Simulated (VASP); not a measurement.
Runs of VASP 6.6.1 on KCl. The structure is that of space group Pm-3m (No. 221), or close to it. The cells are those of the table. 

| level | cell | smearing | gap on the mesh (eV) | pressure (GPa) |
| --- | --- | --- | --- | --- |
| PBE | a = 3.771, b = 3.771, c = 3.987 Å, 2 atoms | fermi-dirac 0.02 eV | (b) | -0.1 |
| PBE | a = 3.771 Å, angles 90.0, 90.0, 90.5°, 2 atoms | fermi-dirac 0.02 eV | 5.03 | 1.1 |
| PBE | a = 3.939, b = 3.939, c = 3.742 Å, 2 atoms | fermi-dirac 0.02 eV | 4.51 | (a) |
| r2SCAN | a = 3.771, b = 3.771, c = 3.987 Å, 2 atoms | gaussian 0.01 eV | 5.41 | -1.2 |
| r2SCAN | a = 3.771 Å, angles 90.0, 90.0, 90.5°, 2 atoms | gaussian 0.01 eV | 5.81 | 0.0 |
| r2SCAN | a = 3.939, b = 3.939, c = 3.742 Å, 2 atoms | gaussian 0.01 eV | 5.25 | -1.5 |

Alike in all rows: task single point; potentials or basis VASP PAW PBE potentials, release 64 (K_sv, Cl); no spin polarisation; k mesh 8 × 8 × 8; cutoff (eV) 520.

Fill in the values left out.

(a) -0.5; (b) 4.66.

Caveats: the PAW data sets were made with another functional, which shifts forces and pressure a little (some runs).

A k mesh can miss the band edges.
